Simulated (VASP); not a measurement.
**InSb3: single point with PBEsol**

InSb3:

```
In Sb
1.0
     4.52791    0.00000    0.00000
     0.00000    4.52791    0.00000
     0.00000    0.00000    5.43168
In Sb
1 3
Direct
  0.00000 0.00000 0.00000
  0.50000 0.00000 0.50000
  0.00000 0.50000 0.50000
  0.50000 0.50000 0.00000
```

```json
{"Program": "VASP 6.6.1", "Task": "single point", "Functional": "PBEsol", "Potentials or basis": "VASP PAW PBE potentials, release 64 (In_d, Sb)", "Cutoff": "520 eV", "k mesh": "10 × 10 × 10", "Occupations": "gaussian, width 0.15 eV", "Spin": "no spin polarisation"}
```

```
Pressure               : -2.6 GPa
Band gap on the k mesh : zero (bands 14 and 15 overlap by 3.34 eV)
```

Stress tensor (GPa, compression positive):
```
-2.44  0.00  0.00
 0.00 -2.44  0.00
 0.00  0.00 -2.87
```

Levels at points of the mesh, in eV from the Fermi level:
```csv
k point,band 10,band 11,band 12,band 13,band 14,band 15,band 16,band 17,band 18,band 19
"(0.00, 0.00, 0.00)",-3.71,-3.71,-3.16,-0.13,-0.13,0.73,1.86,2.82,2.82,4.06
"(0.50, 0.00, 0.00)",-3.25,-2.53,-1.97,-1.35,-0.83,-0.66,1.46,2.36,2.65,2.76
"(0.50, 0.50, 0.00)",-3.64,-2.63,-2.63,-1.88,-1.55,-1.33,-1.33,0.60,5.02,5.14
"(0.00, 0.00, 0.50)",-2.87,-2.87,-1.83,-1.83,-0.56,-0.19,0.34,1.44,3.32,3.32
"(0.50, 0.00, 0.50)",-1.68,-1.02,-0.94,-0.87,-0.80,-0.53,0.42,1.64,2.08,2.38
"(0.50, 0.50, 0.50)",-5.09,-4.71,-4.71,-4.62,1.96,2.32,2.32,4.74,5.12,5.16
```

It took 96 s on 1 thread of Intel(R) Xeon(R) 6975P-C (Granite Rapids) (shared host), peak memory 0.42 GiB.

Caveat: the PAW data sets were made with another functional, which shifts forces and pressure a little; spin-orbit coupling is left out, which moves the levels of the heavy elements.
